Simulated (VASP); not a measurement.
# ZrB (Fm-3m) in VASP: notebook, part 2 of 2

VASP 6.6.1. The steps go on from the part before.

### 4 Relaxation of cell and atoms, PBEsol, target pressure 2 GPa, at which the enthalpy is minimised

This run uses another cell than the first one, of 14.09 Å³/atom.

INCAR

```
SYSTEM = ZrB
PREC = Accurate ; ENCUT = 600
EDIFF = 1E-6 ; ISMEAR = 0
SIGMA = 0.1 ; LREAL = .FALSE.
LASPH = .TRUE. ; NELM = 100
ALGO = Normal ; ISIF = 3
LWAVE = .FALSE. ; LCHARG = .FALSE.
GGA = PS ; IBRION = 2
NSW = 70 ; EDIFFG = -0.008
PSTRESS = 20.0
```

KPOINTS

```
regular mesh
0
G
  14 14 14
  0 0 0
```

POSCAR

```
ZrB
1.0
    0.0000000000      2.4155574833      2.4155574833
    2.4155574833      0.0000000000      2.4155574833
    2.4155574833      2.4155574833      0.0000000000
Zr B
1 1
Direct
    0.0000000000      0.0000000000      0.0000000000
    0.5000000000      0.5000000000      0.5000000000
```

Launch:

```
cat potpaw_PBE.64/Zr_sv/POTCAR potpaw_PBE.64/B/POTCAR > POTCAR
mpirun -np 1 vasp_std > vasp.out
```

Run time: 1.8 min. Hardware: 1 thread of Intel Xeon 8259CL, shared host; peak memory 0.2 GiB.

The run converged. Its results:

```
Free energy                                                : -16.9211 eV
Relaxed volume                                             : 14.22 Å³/atom
Relaxed cell                                               : a = 3.426 Å, b = 3.426 Å, c = 3.426 Å, α = 60.00°, β = 60.00°, γ = 60.00°
Space group after relaxing (to 0.1 Å)                      : Fm-3m (No. 225)
Energy change on relaxing (the run minimises the enthalpy) : -2.2 meV/atom
Ionic steps                                                : 3
Pressure after relaxing                                    : 2.0 GPa
Band gap on the k mesh                                     : zero (an odd number of electrons rules out a gap without spin polarisation)
```

The path:
```
step  energy change (eV)  largest force (eV/Å)  pressure (GPa)  volume (Å³)
   1              0.0000                0.0000            3.56        28.19
   2             -0.0064                0.0000            0.13        28.75
   3             -0.0044                0.0000            1.99        28.44
```

Final structure:
```yaml
crystal:
  lattice:
    - [0.00000, 2.42278, 2.42278]
    - [2.42278, 0.00000, 2.42278]
    - [2.42278, 2.42278, 0.00000]
  atoms:
    - { symbol: Zr, position: [0.00000, 0.00000, 0.00000] }
    - { symbol: B, position: [0.50000, 0.50000, 0.50000] }
```

Levels at points of the mesh, in eV from the Fermi level:
```
           k point  band 4  band 5  band 6  band 7  band 8  band 9  band 10  band 11
(0.00, 0.00, 0.00)  -25.04   -8.10    1.76    1.76    1.76    3.26     3.55     3.55
(0.50, 0.00, 0.00)  -25.11   -4.01   -3.91   -1.21   -1.21    5.02     5.02     6.36
(0.50, 0.50, 0.00)  -25.26   -6.15   -0.88   -0.69    2.17    2.17     4.77     5.98
```

Caveat: the cell is relaxed towards a set pressure, so the run minimises the enthalpy, not the energy; the PAW data sets were made with another functional, which shifts forces and pressure a little. Zero-point motion and thermal expansion aren't in these numbers.

### 5 Relaxation of cell and atoms, PBEsol, target pressure -2 GPa, at which the enthalpy is minimised

This run uses another cell than the first one, of 14.65 Å³/atom.

INCAR

```
SYSTEM = ZrB
PREC = Accurate
ENCUT = 600
EDIFF = 1E-6
ISMEAR = 0
SIGMA = 0.1
LREAL = .FALSE.
LASPH = .TRUE.
NELM = 80
ALGO = Normal
ISIF = 3
LWAVE = .FALSE.
LCHARG = .FALSE.
GGA = PS
IBRION = 2
NSW = 70
EDIFFG = -0.008
PSTRESS = -20.0
```

KPOINTS

```
Automatic mesh
0
G
  14 14 14
  0 0 0
```

POSCAR

```
ZrB
1.0
    0.0000000000      2.4467255367      2.4467255367
    2.4467255367      0.0000000000      2.4467255367
    2.4467255367      2.4467255367      0.0000000000
Zr B
1 1
Direct
    0.0000000000      0.0000000000      0.0000000000
    0.5000000000      0.5000000000      0.5000000000
```

Launch:

```
cat potpaw_PBE.64/Zr_sv/POTCAR potpaw_PBE.64/B/POTCAR > POTCAR
mpirun -np 1 vasp_std > vasp.out
```

It took 2.2 min on 1 thread of Intel Xeon 8259CL, shared host; peak memory 0.2 GiB.

The run converged. Its results:

| Item | Value |
| --- | --- |
| Free energy | -16.9214 eV |
| Relaxed volume | 14.56 Å³/atom |
| Relaxed cell | a = 3.453 Å, b = 3.453 Å, c = 3.453 Å, α = 60.00°, β = 60.00°, γ = 60.00° |
| Space group after relaxing (to 0.1 Å) | Fm-3m (No. 225) |
| Energy change on relaxing (the run minimises the enthalpy) | -1.3 meV/atom |
| Ionic steps | 3 |
| Pressure after relaxing | -2.0 GPa |
| Band gap on the k mesh | zero (an odd number of electrons rules out a gap without spin polarisation) |

Step by step:
```
step  energy change (eV)  largest force (eV/Å)  pressure (GPa)  volume (Å³)
   1              0.0000                0.0000           -2.94        29.29
   2             -0.0044                0.0000           -0.93        28.93
   3             -0.0026                0.0000           -1.99        29.12
```

Final structure:
```yaml
crystal:
  lattice:
    - [0.00000, 2.44198, 2.44198]
    - [2.44198, 0.00000, 2.44198]
    - [2.44198, 2.44198, 0.00000]
  atoms:
    - { symbol: Zr, position: [0.00000, 0.00000, 0.00000] }
    - { symbol: B, position: [0.50000, 0.50000, 0.50000] }
```

Levels at points of the mesh, in eV from the Fermi level:
```csv
k point,band 5,band 6,band 7,band 8,band 9,band 10,band 11
"(0.00, 0.00, 0.00)",-8.05,1.73,1.73,1.73,3.18,3.18,3.49
"(0.50, 0.00, 0.00)",-4.09,-3.86,-1.17,-1.17,4.88,4.88,6.17
"(0.50, 0.50, 0.00)",-6.09,-0.84,-0.75,2.10,2.10,4.63,5.81
```

Caveat: the cell is relaxed towards a set pressure, so the run minimises the enthalpy, not the energy; the PAW data sets were made with another functional, which shifts forces and pressure a little.

### 6 Relaxation of cell and atoms, PBEsol, target pressure 40 GPa, at which the enthalpy is minimised

This run uses another cell than the first one, of 12.08 Å³/atom.

INCAR

```
PREC = Accurate
ENCUT = 600
EDIFF = 1E-6
ISMEAR = 0
SIGMA = 0.1
LREAL = F
LASPH = T
NELM = 100
ALGO = Normal
ISIF = 3
LWAVE = F
LCHARG = F
GGA = PS
IBRION = 2
NSW = 70
EDIFFG = -0.008
PSTRESS = 400.0
```

KPOINTS

```
regular mesh
0
Gamma
  16 16 16
```

POSCAR

```
ZrB
1.0
    0.0000000000      2.2947450825      2.2947450825
    2.2947450825      0.0000000000      2.2947450825
    2.2947450825      2.2947450825      0.0000000000
Zr B
1 1
Direct
    0.0000000000      0.0000000000      0.0000000000
    0.5000000000      0.5000000000      0.5000000000
```

Potentials or basis: VASP PAW PBE potentials, release 64 (Zr_sv, B).

Launch:

```
cat potpaw_PBE.64/Zr_sv/POTCAR potpaw_PBE.64/B/POTCAR > POTCAR
mpirun -np 1 vasp_std > vasp.out
```

OUTCAR:

```text
PREC = Accurate
   ENCUT = 600
   EDIFF = 1E-6
   ISMEAR = 0
   LREAL = F
   LASPH = T
   NELM = 100
   ISIF = 3
   GGA = PS
   IBRION = 2
   NSW = 70
   EDIFFG = -0.008
   PSTRESS = 400.0

 ion  position               nearest neighbor table
   1  0.000  0.000  0.000-   2 2.29   2 2.29   2 2.29   2 2.29   2 2.29   2 2.29
   2  0.500  0.500  0.500-   1 2.29   1 2.29   1 2.29   1 2.29   1 2.29   1 2.29

  LATTYP: Found a face centered cubic cell.
 ALAT       =     4.5894901650

  Lattice vectors:

 A1 = (   0.0000000000,   2.2947450825,   2.2947450825)
 A2 = (   2.2947450825,   0.0000000000,   2.2947450825)
 A3 = (   2.2947450825,   2.2947450825,   0.0000000000)

Analysis of symmetry for initial positions (statically):
[... 267 lines left out ...]

 k-point     1 :       0.0000    0.0000    0.0000
  band No.  band energies     occupation
      1     -37.2360      2.00000
      2     -14.9753      2.00000
      3     -14.9753      2.00000
      4     -14.9753      2.00000
      5       0.9249      2.00000
      6      11.2022      0.00000
      7      11.2022      0.00000
      8      11.2022      0.00000
      9      13.1042      0.00000
     10      13.1042      0.00000
     11      13.2179      0.00000
[... 309 lines left out ...]
 k-point    24 :      -0.0625    0.0625    0.0000
  band No.  band energies     occupation
      1     -37.2221      2.00000
      2     -15.0826      2.00000
      3     -15.0050      2.00000
      4     -14.9774      2.00000
      5       1.2238      2.00000
      6      10.5443      0.00000
      7      10.6747      0.00000
      8      11.0771      0.00000
      9      11.3611      0.00000
     10      12.4897      0.00000
     11      13.7535      0.00000

 [... further k-points ...]

------------------------ aborting loop because EDIFF is reached ----------------------------------------

  FORCE on cell =-STRESS in cart. coord.  units (eV):
  Direction    XX          YY          ZZ          XY          YZ          ZX
  --------------------------------------------------------------------------------------
  -------------------------------------------------------------------------------------
  Total        6.0582438      6.0582438      6.0582438     -0.0000000     -0.0000000      0.0000000
  in kB      399.9827591    399.9827591    399.9827591     -0.0000000     -0.0000000      0.0000000
  external PRESSURE =      -0.0172409 kB  Pullay stress =     400.0000000 kB
[... 21 lines left out ...]
  energy  without entropy=      -16.4262318107  energy(sigma->0) =      -16.42891472

  enthalpy is  TOTEN    =       -10.3730927277 eV   P V=        6.0585049075

 reached required accuracy - stopping structural energy minimisation
```

CONTCAR:

```text
ZrB
   1.00000000000000
     0.0000000000000000    2.2978870967819036    2.2978870967819036
     2.2978870967819036   -0.0000000000000000    2.2978870967819036
     2.2978870967819036    2.2978870967819036    0.0000000000000000
  Zr              B
     1     1
Direct
     0.0000000000000000    0.0000000000000000    0.0000000000000000
     0.5000000000000000    0.5000000000000000    0.5000000000000000

  0.00000000E+00  0.00000000E+00  0.00000000E+00
  0.00000000E+00  0.00000000E+00  0.00000000E+00
```

Run time: 3.1 min. Hardware: 1 thread of Intel Xeon 8259CL, shared host; peak memory 0.21 GiB.

Results:

```yaml
Free_energy: -16.4316 eV
Relaxed_volume: 12.13 Å³/atom
Relaxed_cell: a = 3.250 Å, b = 3.250 Å, c = 3.250 Å, α = 60.00°, β = 60.00°, γ = 60.00°
Space_group_after_relaxing_to_0.1_Å: Fm-3m (No. 225)
Energy_change_on_relaxing_the_run_minimises_the_enthalpy: -12.6 meV/atom
Ionic_steps: 3
Pressure_after_relaxing: 40.0 GPa
Band_gap_on_the_k_mesh: zero (an odd number of electrons rules out a gap without spin polarisation)
```

The path:
| step | energy change (eV) | largest force (eV/Å) | pressure (GPa) | volume (Å³) |
| --- | --- | --- | --- | --- |
| 1 | 0.0000 | 0.0000 | 41.28 | 24.17 |
| 2 | -0.0829 | 0.0000 | 37.00 | 24.51 |
| 3 | -0.0252 | 0.0000 | 40.00 | 24.27 |

Final structure:
```
CELL_PARAMETERS angstrom
0.00000 2.29789 2.29789
2.29789 0.00000 2.29789
2.29789 2.29789 0.00000
ATOMIC_POSITIONS crystal
Zr 0.00000 0.00000 0.00000
B 0.50000 0.50000 0.50000
```

Caveat: the cell is relaxed towards a set pressure, so the run minimises the enthalpy, not the energy; the PAW data sets were made with another functional, which shifts forces and pressure a little. Zero-point motion and thermal expansion aren't in these numbers.

### 7 Summary

| cell | k mesh | gap on the mesh (eV) | pressure (GPa) |
| --- | --- | --- | --- |
| relaxed to 10 GPa from a = 3.377 Å, angles 60.0°, 2 atoms | 14 × 14 × 14 | none | 10.0 |
| relaxed to 5 GPa from a = 3.406 Å, angles 60.0°, 2 atoms | 14 × 14 × 14 | none | 5.0 |
| relaxed to 2 GPa from a = 3.416 Å, angles 60.0°, 2 atoms | 14 × 14 × 14 | none | 2.0 |
| relaxed to -2 GPa from a = 3.460 Å, angles 60.0°, 2 atoms | 14 × 14 × 14 | none | -2.0 |
| relaxed to 40 GPa from a = 3.245 Å, angles 60.0°, 2 atoms | 16 × 16 × 16 | none | 40.0 |

Alike in all rows: task relaxation of cell and atoms; level PBEsol; potentials or basis VASP PAW PBE potentials, release 64 (Zr_sv, B); no spin polarisation; cutoff (eV) 600; smearing gaussian 0.1 eV.

Caveats: the cell is relaxed towards a set pressure, so the run minimises the enthalpy, not the energy; the PAW data sets were made with another functional, which shifts forces and pressure a little.

Total energies depend on the potentials used, so only differences within one code and one set of settings carry meaning.
